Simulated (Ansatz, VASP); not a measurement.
**Two plane-wave programs on BaCa3F8**

INCAR

```
PREC     = Accurate       # precision mode
ENCUT    = 520            # plane-wave cutoff, eV
EDIFF    = 1E-7           # SCF threshold, eV
ISMEAR   = -1             # smearing method
SIGMA    = 0.02           # smearing width, eV
LREAL    = F              # projectors in reciprocal space
LASPH    = T              # aspherical terms in the spheres
NELM     = 100            # most SCF steps
ALGO     = Normal         # electronic algorithm
ISIF     = 2              # what is computed and relaxed
LWAVE    = F              # write WAVECAR
LCHARG   = F              # write CHGCAR
GGA      = PE             # functional
NBANDS   = 60             # bands
```

Contents of KPOINTS:

```
regular mesh
0
Gamma
  4 4 6
```

Contents of POSCAR:

```
BaCa3F8
1.0
    3.9782344420     -5.6895126631      0.0000000000
    3.9782344420      5.6895126631      0.0000000000
    0.0000000000      0.0000000000      3.9608481910
Ca F Ba
3 8 1
Direct
    0.0000000000      0.5000000000      0.0000000000
    0.0000000000      0.0000000000      0.5000000000
    0.5000000000      0.0000000000      0.0000000000
    0.3649697636      0.1016368077      0.5000000000
    0.1016368077      0.3649697636      0.5000000000
    0.8802126553      0.1197873447      0.0000000000
    0.6450838836      0.3549161164      0.0000000000
    0.3549161164      0.6450838836      0.0000000000
    0.1197873447      0.8802126553      0.0000000000
    0.8983631923      0.6350302364      0.5000000000
    0.6350302364      0.8983631923      0.5000000000
    0.5000000000      0.5000000000      0.5000000000
```

Input for Ansatz:

```yaml
crystal:
  lattice:
    - [3.978234442, -5.6895126631, 0.0]
    - [3.978234442, 5.6895126631, 0.0]
    - [0.0, 0.0, 3.960848191]
  atoms:
    - { symbol: Ca, position: [0.0, 0.5, 0.0] }
    - { symbol: F, position: [0.3649697636, 0.1016368077, 0.5] }
    - { symbol: F, position: [0.1016368077, 0.3649697636, 0.5] }
    - { symbol: Ba, position: [0.5, 0.5, 0.5] }
    - { symbol: F, position: [0.8802126553, 0.1197873447, 0.0] }
    - { symbol: F, position: [0.6450838836, 0.3549161164, 0.0] }
    - { symbol: Ca, position: [0.0, 0.0, 0.5] }
    - { symbol: F, position: [0.3549161164, 0.6450838836, 0.0] }
    - { symbol: F, position: [0.1197873447, 0.8802126553, 0.0] }
    - { symbol: Ca, position: [0.5, 0.0, 0.0] }
    - { symbol: F, position: [0.8983631923, 0.6350302364, 0.5] }
    - { symbol: F, position: [0.6350302364, 0.8983631923, 0.5] }
kpoints:
  mp_grid: { grid: [4, 4, 6] }
  band_path:
    path:
      - [[0.0, 0.0, 0.0], [-0.5, 0.5, -9.411480433443e-19], [-0.3722279753691, 0.6277720246309, -9.411480433443e-19]]
      - [[0.3722279753691, 0.3722279753691, -2.854214262222e-35], [0.0, 0.0, 0.0], [-1.941812346061e-34, 1.941812346061e-34, 0.5], [0.3722279753691, 0.3722279753691, 0.5]]
      - [[-0.3722279753691, 0.6277720246309, 0.5], [-0.5, 0.5, 0.5], [-0.5, 0.5, -9.411480433443e-19]]
      - [[0.0, 0.0, 0.0], [-2.615837748831e-17, 0.5, -4.705740216722e-19], [-2.518935274133e-17, 0.5, 0.5], [-1.941812346061e-34, 1.941812346061e-34, 0.5], [-0.5, 0.5, 0.5]]
    npoints: 10
hamiltonian:
  xc: pbe
scf:
  occupations: { method: fermi_dirac, width: 0.02 }
  n_extra_bands: 7
output:
  forces: true
  stress: true
  eigenvalues: true
```

Alike in both runs: task single point; functional PBE; k mesh 4 × 4 × 6; occupations fermi-dirac, width 0.02 eV; no spin polarisation.

|  | VASP | Ansatz |
| --- | --- | --- |
| version | VASP 6.6.1 | Ansatz 0.2.0 |
| potentials or method | VASP PAW PBE potentials, release 64 (Ca_sv, F, Ba_sv) | plane waves, PAW |
| plane-wave cutoff (eV) | 520 | 420 |
| valence electrons in the cell | 96 | 96 |

Ansatz gave:

```
gap on the k mesh at the Fermi level (eV) : 6.62
pressure (GPa)                            : 2.7
rms of the force components (eV/Å)        : 0.024
```

Q: What did VASP give for the same quantities?

A: gap on the k mesh at the Fermi level (eV): 6.57; pressure (GPa): 3.4; rms of the force components (eV/Å): 0.008.

With one functional, cell and mesh, what is left measures potentials, basis and numerics.

Spin-orbit coupling is off throughout.
